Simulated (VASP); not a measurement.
Wanted: the native input for a VASP 6.6.1 run.

- Task: single point
- Functional: PBE
- Potentials or basis: VASP PAW PBE potentials, release 64 (Sb)
- Cutoff: 520 eV
- k mesh: 6 × 6 × 12
- Occupations: gaussian, width 0.1 eV
- Spin: no spin polarisation
- Dipole correction: no
- Further INCAR settings: ALGO = Normal; EDIFF = 1e-06; NBANDS = 24

The structure of Sb lies in POSCAR:

```
Sb
1.0
    7.9167745009      0.0000000000      0.0000000000
    0.0000000000      7.9167745009      0.0000000000
    0.0000000000      0.0000000000      3.1391499321
Sb
6
Direct
    0.1301866878      0.3698133122      0.0000000000
    0.3698133122      0.8698133122      0.0000000000
    0.8698133122      0.6301866878      0.0000000000
    0.6301866878      0.1301866878      0.0000000000
    0.0000000000      0.0000000000      0.0000000000
    0.5000000000      0.5000000000      0.0000000000
```

These files were run (other wordings do the same):

INCAR

```
PREC     = Accurate       # precision mode
ENCUT    = 520            # plane-wave cutoff, eV
EDIFF    = 1E-6           # SCF threshold, eV
ISMEAR   = 0              # smearing method
SIGMA    = 0.1            # smearing width, eV
LREAL    = False          # projectors in reciprocal space
LASPH    = True           # aspherical terms in the spheres
NELM     = 100            # most SCF steps
ALGO     = Normal         # electronic algorithm
ISIF     = 2              # what is computed and relaxed
LWAVE    = False          # write WAVECAR
LCHARG   = False          # write CHGCAR
GGA      = PE             # functional
NBANDS   = 24             # bands
```

KPOINTS

```
regular mesh
0
Gamma
  6 6 12
```

Potentials or basis: VASP PAW PBE potentials, release 64 (Sb).

Launch:

```bash
$ cat potpaw_PBE.64/Sb/POTCAR > POTCAR
$ mpirun -np 1 vasp_std > vasp.out
```

It gave:

* Pressure: 0.0 GPa
* Largest force: 0.018 eV/Å
* Band gap on the k mesh: zero (band 15 reaches 7.98 eV, above the bottom of band 16 at 4.07 eV)

Caveat: spin-orbit coupling is left out, which moves the levels of the heavy elements.

Run time: 2.1 min on 1 thread of Intel(R) Xeon(R) 6975P-C (Granite Rapids), on a shared host, peak memory 0.42 GiB.
